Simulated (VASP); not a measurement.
Wanted: the native input for a VASP 6.6.1 run.

```
Task                   : single point
Functional             : PBEsol
Potentials or basis    : VASP PAW PBE potentials, release 64 (Ti_sv, C)
Cutoff                 : 520 eV
k mesh                 : 18 × 18 × 18
Occupations            : gaussian, width 0.15 eV
Spin                   : no spin polarisation
Dipole correction      : no
Further INCAR settings : ALGO = Normal; EDIFF = 1e-06; NBANDS = 21
```

The structure of Ti2C lies in POSCAR:

```
Ti2C
1.0
    1.6485158828      0.9517710887      4.3909235034
   -1.6485158828      0.9517710887      4.3909235034
    0.0000000000     -1.9035421774      4.3909235034
Ti C
2 1
Direct
    0.2458180107      0.2458180107      0.2458180107
    0.7541819893      0.7541819893      0.7541819893
    0.5000000000      0.5000000000      0.5000000000
```

This cell differs from its parent crystal: strain +0.080 along x and y, -0.080 along z.

One way to write it, as run:

INCAR

```
SYSTEM = Ti2C
  PREC = Accurate
  ENCUT = 520
  EDIFF = 1E-6
  ISMEAR = 0
  SIGMA = 0.15
  LREAL = .False.
  LASPH = .True.
  NELM = 100
  ALGO = Normal
  ISIF = 2
  LWAVE = .False.
  LCHARG = .False.
  GGA = PS
  NBANDS = 21
```

KPOINTS

```
regular mesh
0
Gamma
  18 18 18
  0 0 0
```

Potentials or basis: VASP PAW PBE potentials, release 64 (Ti_sv, C).

The run is started by

```bash
$ cat potpaw_PBE.64/Ti_sv/POTCAR potpaw_PBE.64/C/POTCAR > POTCAR
$ mpirun -np 1 vasp_std > vasp.out
```

It gave:

```
Pressure               : -12.2 GPa
Largest force          : 0.015 eV/Å
Band gap on the k mesh : zero (bands 14 and 15 overlap by 0.95 eV)
```

Caveat: the cell differs from its parent crystal (strain +0.080 along x and y, -0.080 along z); the stress differs along the axes, from -20 to 4 GPa; the PAW data sets were made with another functional, which shifts forces and pressure a little.

It took 4.9 min on 1 thread of Intel(R) Xeon(R) 6975P-C (Granite Rapids), with other jobs on the host, peak memory 0.55 GiB.
